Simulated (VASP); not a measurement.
Set up this calculation in VASP 6.6.1, as the native input.

```
Task                   : single point
Functional             : PBE
Potentials or basis    : VASP PAW PBE potentials, release 64 (Ta_pv)
Cutoff                 : 520 eV
k mesh                 : 22 × 22 × 14
Occupations            : gaussian, width 0.15 eV
Spin                   : no spin polarisation
Dipole correction      : no
Further INCAR settings : ALGO = Fast; EDIFF = 1e-06; NBANDS = 18
```

The structure of Ta lies in POSCAR:

```
Ta
1.0
   -1.6593948201      1.6593948201      1.6593948201
    1.6593948201     -1.6593948201      1.6593948201
    3.3187896402      3.3187896402      0.0000000000
Ta
2
Direct
   -0.0159796234      0.0159796234      0.0000000000
    0.5159796234      0.4840203766      0.5000000000
```

This cell differs from its parent crystal: atoms displaced along a vibrational mode.

The input as run:

INCAR

```
PREC = Accurate
ENCUT = 520
EDIFF = 1E-6
ISMEAR = 0
SIGMA = 0.15
LREAL = F
LASPH = T
NELM = 60
ALGO = Fast
ISIF = 2
LWAVE = F
LCHARG = F
GGA = PE
NBANDS = 18
```

KPOINTS

```
Automatic mesh
0
Gamma
  22 22 14
```

Potentials or basis: VASP PAW PBE potentials, release 64 (Ta_pv).

The run is started by

```console
$ cat potpaw_PBE.64/Ta_pv/POTCAR > POTCAR
$ mpirun -np 1 vasp_std > vasp.out
```

It gave:

```
Pressure               : 0.6 GPa
Largest force          : 0.383 eV/Å
Band gap on the k mesh : zero (bands 11 and 12 overlap by 2.77 eV)
```

Caveat: the cell differs from its parent crystal (atoms displaced along a vibrational mode); spin-orbit coupling is left out, which moves the levels of the heavy elements.

It took 3.7 min on 1 thread of Intel(R) Xeon(R) 6975P-C (Granite Rapids), on a shared host, peak memory 0.64 GiB.
